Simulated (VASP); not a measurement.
# H20CO9 in VASP: single point with LDA

Aim: the single point of H20CO9 with LDA.

Program: VASP 6.6.1. These are calculated values, not measurements. Logs are shortened: lines on timing, memory, paths and dates and some standing lists are left out, and cuts for length are marked.

### 1 The cell of the first run

The cell holds a disordered packing, 30 atoms: a = 6.746 Å, b = 6.746 Å, c = 6.746 Å, α = 90.00°, β = 90.00°, γ = 90.00°.

### 2 Single point, LDA

INCAR

```
PREC = Accurate
ENCUT = 1000
EDIFF = 1E-6
ISMEAR = -1
SIGMA = 0.05
LREAL = Auto
LASPH = True
NELM = 120
ALGO = Normal
ISIF = 2
LWAVE = False
LCHARG = True
LELF = True
LVHAR = True
NBANDS = 60
GGA_COMPAT = False
```

KPOINTS

```
regular mesh
0
Gamma
  1 1 1
```

POSCAR

```
H20CO9
1.0
    6.7459970000      0.0000000000      0.0000000000
    0.0000000000      6.7459970000      0.0000000000
    0.0000000000      0.0000000000      6.7459970000
O H C
9 20 1
Direct
    0.1299778559      0.4175656246      0.3524997400
    0.3969475117      0.7151923655      0.4052602995
    0.8508238184      0.5633342216      0.6270149787
    0.7306643911      0.8302999306     -0.1050943339
    0.2857672115      0.2060929071      0.6323030884
    0.7039316386     -0.0300078345      0.4035342975
    0.4701455428      0.5333031533      0.7246211898
   -0.0203783048      0.8351921545      0.1851069639
    0.6021587114      0.1618108702      0.0881179641
    0.2319239489      0.5224982385      0.3329140222
    0.0169363847      0.4891188829      0.4127742458
    0.2858262776      0.8079322567      0.4119741695
    0.4113447510      0.6498358863      0.5455993643
    0.9272778146      0.4730195940      0.7106329671
    0.8303957673      0.6859024969      0.7112753263
    0.6149188996      0.7436481731     -0.0845661189
    0.8269774292      0.8146924781      0.0133877390
    0.3963413010      0.1242724363      0.5860995453
    0.2245254651      0.2743197830      0.5104323838
    0.6528893913      0.0531424175      0.2884498323
    0.6041276650     -0.1397345211      0.4095883729
    0.3976601096      0.4013876783      0.7113381795
    0.6098942521      0.5099788461      0.6795853547
   -0.1191824441      0.8940721210      0.2901843346
    0.0696980573      0.9403891866      0.1432588107
    0.6837805206      0.4130442033      0.2355192167
    0.6514717202      0.0641184347     -0.0119185611
    0.8789712195      0.3081953529      0.0916547897
    0.6744474314      0.4372206870     -0.0276465732
    0.7169843614      0.3366893750      0.0944346110
```

Potentials or basis: VASP PAW LDA potentials, release 64 (O_h, H_h, C_h).

The run is started by

```console
cat potpaw_LDA.64/O_h/POTCAR potpaw_LDA.64/H_h/POTCAR potpaw_LDA.64/C_h/POTCAR > POTCAR
mpirun -np 1 vasp_gam > vasp.out
```

OUTCAR:

```text
PREC = Accurate
   ENCUT = 1000
   EDIFF = 1E-6
   ISMEAR = -1
   LREAL = Auto
   LASPH = True
   NELM = 120
   ISIF = 2

 ion  position               nearest neighbor table
   1  0.130  0.418  0.352-  11 0.99  10 1.00
   2  0.397  0.715  0.405-  12 0.98  13 1.05
   3  0.851  0.563  0.627-  14 0.98  15 1.01
   4  0.731  0.830  0.895-  16 0.99  17 1.04
   5  0.286  0.206  0.632-  18 0.98  19 1.03
   6  0.704  0.970  0.404-  21 1.00  20 1.02
   7  0.470  0.533  0.725-  23 1.00  22 1.02
   8  0.980  0.835  0.185-  25 0.98  24 1.05
   9  0.602  0.162  0.088-  27 1.00  30 1.41
  10  0.232  0.522  0.333-   1 1.00
  11  0.017  0.489  0.413-   1 0.99
  12  0.286  0.808  0.412-   2 0.98
  13  0.411  0.650  0.546-   2 1.05
  14  0.927  0.473  0.711-   3 0.98
  15  0.830  0.686  0.711-   3 1.01
[... 12 lines left out ...]
  28  0.879  0.308  0.092-  30 1.11
  29  0.674  0.437  0.972-  30 1.10
  30  0.717  0.337  0.094-  29 1.10  26 1.11  28 1.11   9 1.41

  LATTYP: Found a simple cubic cell.
 ALAT       =     6.7459970000

  Lattice vectors:

 A1 = (   6.7459970000,   0.0000000000,   0.0000000000)
 A2 = (   0.0000000000,   6.7459970000,   0.0000000000)
 A3 = (   0.0000000000,   0.0000000000,   6.7459970000)

Analysis of symmetry for initial positions (statically):
=====================================================================
 Subroutine PRICEL returns:
 Original cell was already a primitive cell.

 Routine SETGRP: Setting up the symmetry group for a
 simple cubic supercell.

 Subroutine GETGRP returns: Found  1 space group operations
 (whereof  1 operations were pure point group operations)
 out of a pool of 48 trial point group operations.

The static configuration has the point symmetry C_1 .

Analysis of symmetry for dynamics (positions and initial velocities):
=====================================================================
 Subroutine PRICEL returns:
 Original cell was already a primitive cell.

 Routine SETGRP: Setting up the symmetry group for a
 simple cubic supercell.

 Subroutine GETGRP returns: Found  1 space group operations
 (whereof  1 operations were pure point group operations)
 out of a pool of 48 trial point group operations.

The dynamic configuration has the point symmetry C_1 .

 Subroutine INISYM returns: Found  1 space group operations
 (whereof  1 operations are pure point group operations),
 and found     1 'primitive' translations

----------------------------------------------------------------------------------------

                                     Primitive cell

  volume of cell :     307.0000

  direct lattice vectors                    reciprocal lattice vectors
     6.745997000  0.000000000  0.000000000     0.148236058  0.000000000  0.000000000
     0.000000000  6.745997000  0.000000000     0.000000000  0.148236058  0.000000000
     0.000000000  0.000000000  6.745997000     0.000000000  0.000000000  0.148236058

  length of vectors
     6.745997000  6.745997000  6.745997000     0.148236058  0.148236058  0.148236058

  position of ions in fractional coordinates (direct lattice)
     0.129977856  0.417565625  0.352499740
     0.396947512  0.715192366  0.405260300
     0.850823818  0.563334222  0.627014979
     0.730664391  0.830299931  0.894905666
     0.285767212  0.206092907  0.632303088
     0.703931639  0.969992166  0.403534298
[... 22 lines left out ...]
     0.674447431  0.437220687  0.972353427
     0.716984361  0.336689375  0.094434611

  ion indices of the primitive-cell ions
   primitive index   ion index
                 1           1
                 2           2
                 3           3
                 4           4
                 5           5
                 6           6
[... 22 lines left out ...]
                29          29
                30          30

----------------------------------------------------------------------------------------

 KPOINTS: regular mesh

Automatic generation of k-mesh.
 Grid dimensions read from file:
 generate k-points for:    1    1    1

 Generating k-lattice:

  Cartesian coordinates                     Fractional coordinates (reciprocal lattice)
     0.148236058  0.000000000  0.000000000     1.000000000  0.000000000  0.000000000
     0.000000000  0.148236058  0.000000000     0.000000000  1.000000000  0.000000000
     0.000000000  0.000000000  0.148236058     0.000000000  0.000000000  1.000000000

  Length of vectors
     0.148236058  0.148236058  0.148236058

  Shift w.r.t. Gamma in fractional coordinates (k-lattice)
     0.000000000  0.000000000  0.000000000

 Subroutine IBZKPT returns following result:
 ===========================================

 Found      1 irreducible k-points:

 Following reciprocal coordinates:
            Coordinates               Weight
  0.000000  0.000000  0.000000      1.000000
   k-points           NKPTS =      1   k-points in BZ     NKDIM =      1   number of bands    NBANDS=     60
   number of dos      NEDOS =    301   number of ions     NIONS =     30
   total plane-waves  NPLWV = 343000
   dimension x,y,z NGX =    70 NGY =   70 NGZ =   70
   dimension x,y,z NGXF=   140 NGYF=  140 NGZF=  140
   ions per type =               9  20   1
   NGX,Y,Z   is equivalent  to a cutoff of  17.25, 17.25, 17.25 a.u.
   NGXF,Y,Z  is equivalent  to a cutoff of  34.50, 34.50, 34.50 a.u.
 SYSTEM =  unknown system
   PREC   = accura    normal or accurate (medium, high low for compatibility)
   ISTART =      0    job   : 0-new  1-cont  2-samecut
   ICHARG =      2    charge: 1-file 2-atom 10-const
   ISPIN  =      1    spin polarized calculation?
   LNONCOLLINEAR =      F non collinear calculations
   LSORBIT =      F    spin-orbit coupling
   LASPH  =      T    aspherical Exc in radial PAW
   ENCUT  = 1000.0 eV  73.50 Ry    8.57 a.u.  17.39 17.39 17.39*2*pi/ulx,y,z
   NELM   =    120;   NELMIN=  2; NELMDL= -5     # of ELM steps
   EDIFF  = 0.1E-05   stopping-criterion for ELM
   LREAL  =      T    real-space projection
   EDIFFG = 0.1E-04   stopping-criterion for IOM
   NSW    =      0    number of steps for IOM
   IBRION =     -1    ionic relax: 0-MD 1-quasi-New 2-CG
   NFREE  =      0    steps in history (QN), initial steepest desc. (CG)
   ISIF   =      2    stress and relaxation
   ISYM   =      2    0-nonsym 1-usesym 2-fastsym
   POTIM  = 0.5000    time-step for ionic-motion
   TEBEG  =    0.0;   TEEND  =   0.0 temperature during run
   PSTRESS=    0.0 pullay stress
   NELECT =      78.0000    total number of electrons
   NUPDOWN=      -1.0000    fix difference up-down
   EMIN   =  10.00;   EMAX   =-10.00  energy-range for DOS
   EFERMI =   0.00;   METHOD = LEGACY
   ISMEAR =    -1;   SIGMA  =   0.05  broadening in eV -4-tet -1-fermi 0-gaus
   EFERMI_NEDOS =   21; number of points for ismear=-14 and -15
   IALGO  =     38    algorithm
   IMIX   =      4    mixing-type and parameters
     AMIX     =   0.40;   BMIX     =  1.00
     AMIX_MAG =   1.60;   BMIX_MAG =  1.00
  volume/ion in A,a.u.               =      10.23        69.06
  Fermi-wavevector in a.u.,A,eV,Ry     =   1.036876  1.959412 14.627789  1.075112
  Thomas-Fermi vector in A             =   2.171288
   LORBIT       =      0    0 simple, 1 ext, 2 COOP (PROOUT), +10 PAW based schemes
   GGA     = CA    functional components
   LHFCALC =     F    Hartree Fock is set to
   AEXX    =    0.0000 exact exchange contribution
   IVDW    =     0    specifies the selected vdW correction
   LEPSILON=     F    determine dielectric tensor
   LRPA    =     F    only Hartree local field effects (RPA)
 non-spin polarized calculation
  energy-cutoff  :     1000.00
  volume of cell :      307.00
 maximum number of plane-waves:     11060
 NGX is ok and might be reduce to    70
   NGX = 35   NGY = 35   NGZ = 35

 number of electron      77.9999998 magnetization

 Free energy of the ion-electron system (eV)
  ---------------------------------------------------
  ext. energy  EPLUGINS =         0.00000000
  ---------------------------------------------------
  free energy    TOTEN  =      -157.24186282 eV

  energy without entropy =     -157.24186282  energy(sigma->0) =     -157.24186282

 E-fermi :  -1.9455     XC(G=0):  -7.1524

 val. band max:       -3.2255865687   @ k =   0.0000   0.0000   0.0000
 cond. band min:       1.0086988964   @ k =   0.0000   0.0000   0.0000
 fundamental gap:      4.2342854651
 Fermi energy:        -1.9454957130

 k-point     1 :       0.0000    0.0000    0.0000
  band No.  band energies     occupation
      1     -22.5821      2.00000
      2     -22.3357      2.00000
      3     -22.0280      2.00000
      4     -21.8556      2.00000
      5     -21.5422      2.00000
      6     -21.5169      2.00000
[... 43 lines left out ...]
     50       6.2744      0.00000
     51       6.3408      0.00000
 [bands above 51 left out]

------------------------ aborting loop because EDIFF is reached ----------------------------------------

  FORCE on cell =-STRESS in cart. coord.  units (eV):
  Direction    XX          YY          ZZ          XY          YZ          ZX
  --------------------------------------------------------------------------------------
  -------------------------------------------------------------------------------------
  Total       -1.7253104     -1.5223268     -1.3516268      0.5396957     -1.3070547      0.3664262
  in kB       -9.0040812     -7.9447467     -7.0538944      2.8165735     -6.8212805      1.9123117
  external PRESSURE =      -8.0009074 kB  Pullay stress =       0.0000000 kB

 VOLUME and BASIS-vectors are now :
 -----------------------------------------------------------------------------
  energy-cutoff  :     1000.00
  volume of cell :      307.00
      direct lattice vectors                 reciprocal lattice vectors
     6.745997000  0.000000000  0.000000000     0.148236058  0.000000000  0.000000000
     0.000000000  6.745997000  0.000000000     0.000000000  0.148236058  0.000000000
     0.000000000  0.000000000  6.745997000     0.000000000  0.000000000  0.148236058

 POSITION                                       TOTAL-FORCE (eV/Angst)
 -----------------------------------------------------------------------------------
      0.87683      2.81690      2.37796        -0.067156     -0.133582      0.037775
      2.67781      4.82469      2.73388        -0.048101     -0.001667      0.161602
      5.73965      3.80025      4.22984         0.060092     -0.055369     -0.031014
      4.92906      5.60120      6.03703         0.028045     -0.054792      0.037242
      1.92778      1.39030      4.26551         0.081924      0.088592     -0.089009
      4.74872      6.54356      2.72224         0.001418      0.017378      0.038616
[... 22 lines left out ...]
      4.54982      2.94949      6.55949         0.018497     -0.021464     -0.017292
      4.83677      2.27131      0.63706         0.077985      0.059733     -0.009585
 -----------------------------------------------------------------------------------
    total drift:                               -0.001955     -0.000190     -0.002505

  FREE ENERGIE OF THE ION-ELECTRON SYSTEM (eV)
  ---------------------------------------------------
  free  energy   TOTEN  =      -157.2418628242 eV

  energy  without entropy=     -157.2418628242  energy(sigma->0) =     -157.24186282
```

It took 2.1 min on 1 thread of Intel Xeon Platinum 8259CL at 2.50GHz (Skylake/Cascade Lake), shared host; peak memory 0.52 GiB.

What came out:

| Property | Result |
| --- | --- |
| Free energy | -157.2419 eV |
| Pressure | -0.8 GPa |
| Largest force | 0.206 eV/Å |

Forces in eV/Å, atoms in the order of the input:
```
O   -0.067 -0.134  0.038
O   -0.048 -0.002  0.162
O    0.060 -0.055 -0.031
O    0.028 -0.055  0.037
O    0.082  0.089 -0.089
O    0.001  0.017  0.039
O    0.149  0.142  0.007
O   -0.050  0.049  0.114
O   -0.040 -0.089  0.070
H    0.065  0.073 -0.009
H   -0.026  0.020  0.022
H   -0.088  0.012 -0.027
H    0.018  0.018 -0.105
H    0.001  0.027  0.019
H    0.006  0.089  0.059
H    0.033 -0.010 -0.046
H    0.009  0.006 -0.047
H    0.008  0.005 -0.038
H    0.022 -0.017  0.043
H   -0.033  0.025 -0.078
H   -0.137 -0.045 -0.003
H   -0.046 -0.153 -0.045
H   -0.022  0.006 -0.008
H    0.047 -0.035 -0.057
H   -0.072  0.025  0.057
H    0.013 -0.025 -0.015
H    0.035 -0.010 -0.057
H   -0.047 -0.011  0.015
H    0.018 -0.021 -0.017
C    0.078  0.060 -0.010
```

Stress tensor (GPa, compression positive):
```
-0.90  0.28  0.19
 0.28 -0.79 -0.68
 0.19 -0.68 -0.71
```

Caveat: the k points lie up to 0.93 Å⁻¹ apart, too coarse for converged energies, forces and pressures.
